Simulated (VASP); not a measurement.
A run of VASP 6.6.1 is set up as follows.

File POSCAR:

```
Nb3Sn
1.0
    5.3046299302      0.0000000000      0.0000000000
    0.0000000000      5.3046299302      0.0000000000
    0.0000000000      0.0000000000      5.3046299302
Nb Sn
6 2
Direct
    0.2500000000      0.0000000000      0.5000000000
    0.5000000000      0.7500000000      0.0000000000
    0.7500000000      0.0000000000      0.5000000000
    0.5000000000      0.2500000000      0.0000000000
    0.0000000000      0.5000000000      0.7500000000
    0.0000000000      0.5000000000      0.2500000000
    0.0000000000      0.0000000000      0.0000000000
    0.5000000000      0.5000000000      0.5000000000
```

INCAR.step1

```
PREC = Accurate
ENCUT = 520
ISMEAR = -1
SIGMA = 0.1
LREAL = False
LASPH = True
NELM = 60
NBANDS = 63
GGA = PE
ALGO = Normal
EDIFF = 1E-4
LWAVE = True
LCHARG = False
```

The input INCAR.step2:

```
PREC = Accurate
ENCUT = 520
EDIFF = 1E-6
ISMEAR = -1
SIGMA = 0.1
LREAL = False
LASPH = True
NELM = 60
ALGO = Normal
ISIF = 2
LWAVE = False
LCHARG = True
METAGGA = R2SCAN
LMIXTAU = True
LELF = True
LVHAR = True
NBANDS = 63
ISTART = 1
```

KPOINTS

```
regular mesh
0
Gamma
  6 6 6
```

Potentials or basis: VASP PAW PBE potentials, release 64 (Nb_sv, Sn_d).

Launch:

```bash
$ cat potpaw_PBE.64/Nb_sv/POTCAR potpaw_PBE.64/Sn_d/POTCAR > POTCAR
$ cp INCAR.step1 INCAR
$ mpirun -np 1 vasp_std > vasp.out
$ cp INCAR.step2 INCAR
$ mpirun -np 1 vasp_std > vasp.out
```

Question: Predict the band gap on the k mesh.

Answer: Zero (bands 53 and 54 overlap by 0.62 eV).

Question: Predict the pressure.

Answer: -0.2 GPa.

Caveat: the PAW data sets were made with another functional, which shifts forces and pressure a little; spin-orbit coupling is left out, which moves the levels of the heavy elements.
